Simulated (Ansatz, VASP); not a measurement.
Two plane-wave programs on Si

```
Si
1.0
     3.82120    0.00000    0.00000
    -1.91060    3.30925    0.00000
     0.00000    0.00000    6.26954
Si
4
Direct
  0.33333 0.66667 0.00002
  0.66667 0.33333 0.50002
  0.33333 0.66667 0.37398
  0.66667 0.33333 0.87398
```

Change from the starting cell: strained cell.

Alike in both runs: task relaxation of the atoms; functional LDA; k mesh 9 × 9 × 6; occupations gaussian, width 0.02 eV; no spin polarisation.

```csv
,VASP,Ansatz
version,VASP 6.6.1,Ansatz 0.2.0
potentials or method,"VASP PAW LDA potentials, release 64 (Si), cutoff 520 eV","scalar-relativistic, plane waves, PAW"
valence electrons in the cell,16,16
```

```csv
,VASP,Ansatz,Ansatz less VASP
"gap on the k mesh at the Fermi level, each at its own relaxed structure (eV)",0.30,0.30,+0.004
```

Ansatz warns that its potentials were made for another functional, while VASP's fit it. LDA's correlation is that of Perdew and Zunger in VASP and of Perdew and Wang (1992) in Ansatz. Ansatz's warnings: stress scf threshold loose.
